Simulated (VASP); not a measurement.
# WBr3F (I-4m2) in VASP: single point with PBE

Aim: the single point of WBr3F with PBE.

Program: VASP 6.6.1. These are calculated values, not measurements. Logs are shortened: lines on timing, memory, paths and dates and some standing lists are left out, and cuts for length are marked.

## (1) The cell of the first run

Symmetry: I-4m2, No. 119, tetragonal system. Conventional cell: a = 4.622 Å, b = 4.622 Å, c = 11.699 Å, α = 90.00°, β = 90.00°, γ = 90.00°. Within 3.8 Å of W (site symmetry -4m2) lie 8 Br at 2.78 to 3.27 Å and 4 F at 3.73 Å. Br (site symmetry 2mm) has 3 Br at 2.77 to 2.78 Å and 2 W at 2.78 Å and 4 F at 3.55 Å within 3.6 Å. Br (site symmetry -4m2) has 4 Br at 2.78 Å and 4 W at 3.27 Å and 4 F at 3.73 Å within 3.8 Å. Within 4.7 Å of F (site symmetry -4m2) lie 14 Br at 3.55 to 4.47 Å and 4 W at 3.73 Å and 4 F at 4.62 Å.

The cell was built from a structure type or drawn by symmetry, and may not be a known phase.

## (2) Single point, PBE

File INCAR:

```
  PREC = Accurate
  ENCUT = 520
  EDIFF = 1E-6
  ISMEAR = 0
  SIGMA = 0.1
  LREAL = False
  LASPH = True
  NELM = 60
  ALGO = Normal
  ISIF = 2
  LWAVE = False
  LCHARG = True
  GGA = PE
  LELF = True
  LVHAR = True
  NBANDS = 29
```

File KPOINTS:

```
regular mesh
0
Gamma
  6 6 6
```

File POSCAR:

```
WBr3F
1.0
   -2.3110083600      2.3110083600      5.8493621900
    2.3110083600     -2.3110083600      5.8493621900
    2.3110083600      2.3110083600     -5.8493621900
W Br F
1 3 1
Direct
    0.2500000000      0.7500000000      0.5000000000
    0.6183029400      0.6183029400      0.0000000000
    0.3816970600      0.3816970600      0.0000000000
    0.7500000000      0.2500000000      0.5000000000
    0.0000000000      0.0000000000      0.0000000000
```

Potentials or basis: VASP PAW PBE potentials, release 64 (W_sv, Br, F).

On the command line:

```bash
$ cat potpaw_PBE.64/W_sv/POTCAR potpaw_PBE.64/Br/POTCAR potpaw_PBE.64/F/POTCAR > POTCAR
$ mpirun -np 1 vasp_std > vasp.out
```

OUTCAR:

```text
PREC = Accurate
   ENCUT = 520
   EDIFF = 1E-6
   ISMEAR = 0
   LREAL = False
   LASPH = True
   NELM = 60
   ISIF = 2
   GGA = PE

 ion  position               nearest neighbor table
   1  0.250  0.750  0.500-   3 2.78   2 2.78   3 2.78   2 2.78
   2  0.618  0.618  0.000-   3 2.77   4 2.78   1 2.78   1 2.78   4 2.78
   3  0.382  0.382  0.000-   2 2.77   1 2.78   4 2.78   1 2.78   4 2.78
   4  0.750  0.250  0.500-   3 2.78   2 2.78   3 2.78   2 2.78
   5  0.000  0.000  0.000-

  LATTYP: Found a body centered tetragonal cell.
 ALAT       =     4.6220167200
 C/A-ratio  =     2.5310865557

  Lattice vectors:

 A1 = (  -2.3110083600,   2.3110083600,   5.8493621900)
 A2 = (   2.3110083600,  -2.3110083600,   5.8493621900)
 A3 = (   2.3110083600,   2.3110083600,  -5.8493621900)

Analysis of symmetry for initial positions (statically):
=====================================================================
 Subroutine PRICEL returns:
 Original cell was already a primitive cell.

 Routine SETGRP: Setting up the symmetry group for a
 body centered tetragonal supercell.

 Subroutine GETGRP returns: Found  8 space group operations
 (whereof  8 operations were pure point group operations)
 out of a pool of 16 trial point group operations.

The static configuration has the point symmetry D_2d.

Analysis of symmetry for dynamics (positions and initial velocities):
=====================================================================
 Subroutine PRICEL returns:
 Original cell was already a primitive cell.

 Routine SETGRP: Setting up the symmetry group for a
 body centered tetragonal supercell.

 Subroutine GETGRP returns: Found  8 space group operations
 (whereof  8 operations were pure point group operations)
 out of a pool of 16 trial point group operations.

The dynamic configuration has the point symmetry D_2d.

 Subroutine INISYM returns: Found  8 space group operations
 (whereof  8 operations are pure point group operations),
 and found     1 'primitive' translations

----------------------------------------------------------------------------------------

                                     Primitive cell

  volume of cell :     124.9602

  direct lattice vectors                    reciprocal lattice vectors
    -2.311008360  2.311008360  5.849362190     0.000000000  0.216355773  0.085479405
     2.311008360 -2.311008360  5.849362190     0.216355773  0.000000000  0.085479405
     2.311008360  2.311008360 -5.849362190     0.216355773  0.216355773  0.000000000

  length of vectors
     6.700489334  6.700489334  6.700489334     0.232629640  0.232629640  0.305973268

  position of ions in fractional coordinates (direct lattice)
     0.250000000  0.750000000  0.500000000
     0.618302940  0.618302940  0.000000000
     0.381697060  0.381697060  0.000000000
     0.750000000  0.250000000  0.500000000
     0.000000000  0.000000000  0.000000000

  ion indices of the primitive-cell ions
   primitive index   ion index
                 1           1
                 2           2
                 3           3
                 4           4
                 5           5

----------------------------------------------------------------------------------------

 KPOINTS: regular mesh

Automatic generation of k-mesh.
 Grid dimensions read from file:
 generate k-points for:    6    6    6

 Generating k-lattice:

  Cartesian coordinates                     Fractional coordinates (reciprocal lattice)
     0.000000000  0.036059295  0.014246568     0.166666667  0.000000000  0.000000000
     0.036059295  0.000000000  0.014246568     0.000000000  0.166666667  0.000000000
     0.036059295  0.036059295  0.000000000     0.000000000  0.000000000  0.166666667

  Length of vectors
     0.038771607  0.038771607  0.050995545

  Shift w.r.t. Gamma in fractional coordinates (k-lattice)
     0.000000000  0.000000000  0.000000000

 Subroutine IBZKPT returns following result:
 ===========================================

 Found     30 irreducible k-points:

 Following reciprocal coordinates:
            Coordinates               Weight
  0.000000  0.000000  0.000000      1.000000
  0.166667  0.000000  0.000000      8.000000
  0.333333  0.000000  0.000000      8.000000
  0.500000  0.000000 -0.000000      4.000000
  0.166667  0.166667 -0.000000      8.000000
  0.333333  0.166667  0.000000     16.000000
[... 16 lines left out ...]
 -0.333333 -0.333333  0.166667      8.000000
 -0.166667 -0.333333  0.166667      8.000000
 [... further k-points ...]
   k-points           NKPTS =     30   k-points in BZ     NKDIM =     30   number of bands    NBANDS=     29
   number of dos      NEDOS =    301   number of ions     NIONS =      5
   total plane-waves  NPLWV = 125000
   dimension x,y,z NGX =    50 NGY =   50 NGZ =   50
   dimension x,y,z NGXF=   100 NGYF=  100 NGZF=  100
   ions per type =               1   3   1
   NGX,Y,Z   is equivalent  to a cutoff of  12.41, 12.41, 12.41 a.u.
   NGXF,Y,Z  is equivalent  to a cutoff of  24.81, 24.81, 24.81 a.u.
 SYSTEM =  unknown system
   PREC   = accura    normal or accurate (medium, high low for compatibility)
   ISTART =      0    job   : 0-new  1-cont  2-samecut
   ICHARG =      2    charge: 1-file 2-atom 10-const
   ISPIN  =      1    spin polarized calculation?
   LNONCOLLINEAR =      F non collinear calculations
   LSORBIT =      F    spin-orbit coupling
   LASPH  =      T    aspherical Exc in radial PAW
   ENCUT  =  520.0 eV  38.22 Ry    6.18 a.u.  12.46 12.46 12.46*2*pi/ulx,y,z
   NELM   =     60;   NELMIN=  2; NELMDL= -5     # of ELM steps
   EDIFF  = 0.1E-05   stopping-criterion for ELM
   LREAL  =      F    real-space projection
   EDIFFG = 0.1E-04   stopping-criterion for IOM
   NSW    =      0    number of steps for IOM
   IBRION =     -1    ionic relax: 0-MD 1-quasi-New 2-CG
   NFREE  =      0    steps in history (QN), initial steepest desc. (CG)
   ISIF   =      2    stress and relaxation
   ISYM   =      2    0-nonsym 1-usesym 2-fastsym
   POTIM  = 0.5000    time-step for ionic-motion
   TEBEG  =    0.0;   TEEND  =   0.0 temperature during run
   PSTRESS=    0.0 pullay stress
   NELECT =      42.0000    total number of electrons
   NUPDOWN=      -1.0000    fix difference up-down
   EMIN   =  10.00;   EMAX   =-10.00  energy-range for DOS
   EFERMI =   0.00;   METHOD = LEGACY
   ISMEAR =     0;   SIGMA  =   0.10  broadening in eV -4-tet -1-fermi 0-gaus
   EFERMI_NEDOS =   21; number of points for ismear=-14 and -15
   IALGO  =     38    algorithm
   IMIX   =      4    mixing-type and parameters
     AMIX     =   0.40;   BMIX     =  1.00
     AMIX_MAG =   1.60;   BMIX_MAG =  1.00
  volume/ion in A,a.u.               =      24.99       168.65
  Fermi-wavevector in a.u.,A,eV,Ry     =   1.138241  2.150963 17.627595  1.295592
  Thomas-Fermi vector in A             =   2.274945
   LORBIT       =      0    0 simple, 1 ext, 2 COOP (PROOUT), +10 PAW based schemes
   GGA     = PE    functional components
   LHFCALC =     F    Hartree Fock is set to
   AEXX    =    0.0000 exact exchange contribution
   IVDW    =     0    specifies the selected vdW correction
   LEPSILON=     F    determine dielectric tensor
   LRPA    =     F    only Hartree local field effects (RPA)
 non-spin polarized calculation
 Gauss-broadening in eV      SIGMA  =   0.10
  energy-cutoff  :      520.00
  volume of cell :      124.96
 maximum number of plane-waves:      3405
 NGX is ok and might be reduce to    50
   NGX = 25   NGY = 25   NGZ = 25

 number of electron      42.0000004 magnetization

 Free energy of the ion-electron system (eV)
  ---------------------------------------------------
  ext. energy  EPLUGINS =         0.00000000
  ---------------------------------------------------
  free energy    TOTEN  =       -14.75045935 eV

  energy without entropy =      -14.71499613  energy(sigma->0) =      -14.73272774

 E-fermi :   2.2357     XC(G=0):  -9.0150

 val. band max:        2.2305727541   @ k =  -0.1667   0.1667   0.1667
 cond. band min:       2.2746286492   @ k =   0.5000   0.0000  -0.0000
 fundamental gap:      0.0440558951
 Fermi energy:         2.2356506578

 k-point     1 :       0.0000    0.0000    0.0000
  band No.  band energies     occupation
      1     -72.9635      2.00000
      2     -37.1541      2.00000
      3     -37.1541      2.00000
      4     -36.9152      2.00000
      5     -17.1136      2.00000
      6     -14.8299      2.00000
[... 21 lines left out ...]
     28       9.3225      0.00000
     29      10.2786      0.00000

 k-point     2 :       0.1667    0.0000    0.0000
  band No.  band energies     occupation
      1     -72.9636      2.00000
      2     -37.1547      2.00000
      3     -37.1540      2.00000
      4     -36.9151      2.00000
      5     -17.1114      2.00000
      6     -14.7405      2.00000
[... 21 lines left out ...]
     28       9.1852      0.00000
     29       9.4907      0.00000

 k-point     3 :       0.3333    0.0000    0.0000
  band No.  band energies     occupation
      1     -72.9635      2.00000
      2     -37.1561      2.00000
      3     -37.1539      2.00000
      4     -36.9150      2.00000
      5     -17.1075      2.00000
      6     -14.5133      2.00000
[... 21 lines left out ...]
     28       8.3589      0.00000
     29       8.8306      0.00000

 k-point     4 :       0.5000    0.0000   -0.0000
  band No.  band energies     occupation
      1     -72.9636      2.00000
      2     -37.1568      2.00000
      3     -37.1539      2.00000
      4     -36.9149      2.00000
      5     -17.1057      2.00000
      6     -14.3469      2.00000
[... 597 lines left out ...]
     28       8.3245      0.00000
     29       8.8566      0.00000

 k-point    23 :      -0.3333   -0.3333    0.1667
  band No.  band energies     occupation
      1     -72.9636      2.00000
      2     -37.1547      2.00000
      3     -37.1547      2.00000
      4     -36.9150      2.00000
      5     -17.1087      2.00000
      6     -14.4759      2.00000
[... 21 lines left out ...]
     28       8.5113      0.00000
     29       9.5616      0.00000

 k-point    24 :      -0.1667   -0.3333    0.1667
  band No.  band energies     occupation
      1     -72.9636      2.00000
      2     -37.1547      2.00000
      3     -37.1540      2.00000
      4     -36.9151      2.00000
      5     -17.1104      2.00000
      6     -14.6361      2.00000
[... 21 lines left out ...]
     28       9.3984      0.00000
     29       9.4384      0.00000

 [... further k-points ...]

------------------------ aborting loop because EDIFF is reached ----------------------------------------

  FORCE on cell =-STRESS in cart. coord.  units (eV):
  Direction    XX          YY          ZZ          XY          YZ          ZX
  --------------------------------------------------------------------------------------
  -------------------------------------------------------------------------------------
  Total       -4.4227993     -4.4227993      4.0886910      0.0000000      0.0000000      0.0000000
  in kB      -56.7069477    -56.7069477     52.4231774      0.0000000      0.0000000      0.0000000
  external PRESSURE =     -20.3302394 kB  Pullay stress =       0.0000000 kB

 VOLUME and BASIS-vectors are now :
 -----------------------------------------------------------------------------
  energy-cutoff  :      520.00
  volume of cell :      124.96
      direct lattice vectors                 reciprocal lattice vectors
    -2.311008360  2.311008360  5.849362190     0.000000000  0.216355773  0.085479405
     2.311008360 -2.311008360  5.849362190     0.216355773  0.000000000  0.085479405
     2.311008360  2.311008360 -5.849362190     0.216355773  0.216355773  0.000000000

 POSITION                                       TOTAL-FORCE (eV/Angst)
 -----------------------------------------------------------------------------------
      2.31101      0.00000      2.92468         0.000000     -0.000000     -0.000000
      0.00000      0.00000      7.23336        -0.000000      0.000000     -0.118191
      0.00000      0.00000      4.46537        -0.000000      0.000000      0.118191
      0.00000      2.31101      2.92468         0.000000     -0.000000     -0.000000
      0.00000      0.00000      0.00000         0.000000     -0.000000     -0.000000
 -----------------------------------------------------------------------------------
    total drift:                                0.000000     -0.000000     -0.000000

  FREE ENERGIE OF THE ION-ELECTRON SYSTEM (eV)
  ---------------------------------------------------
  free  energy   TOTEN  =       -14.7504593536 eV

  energy  without entropy=      -14.7149961311  energy(sigma->0) =      -14.73272774
```

Wall time 8.4 min (1 thread of AMD EPYC 7R13, shared host); peak memory 0.38 GiB.

Results:

```yaml
Free_energy: -14.7505 eV
Pressure: -2.0 GPa
Largest_force: 0.118 eV/Å
Band_gap_on_the_k_mesh: zero (bands 21 and 22 overlap by 0.38 eV)
```

Forces in eV/Å, atoms in the order of the input:
```
W    0.000  0.000  0.000
Br   0.000  0.000 -0.118
Br   0.000  0.000  0.118
Br   0.000  0.000  0.000
F    0.000  0.000  0.000
```

Stress tensor (GPa, compression positive):
```
-5.67  0.00  0.00
 0.00 -5.67  0.00
 0.00  0.00  5.24
```

Caveat: spin-orbit coupling is left out, which moves the levels of the heavy elements.
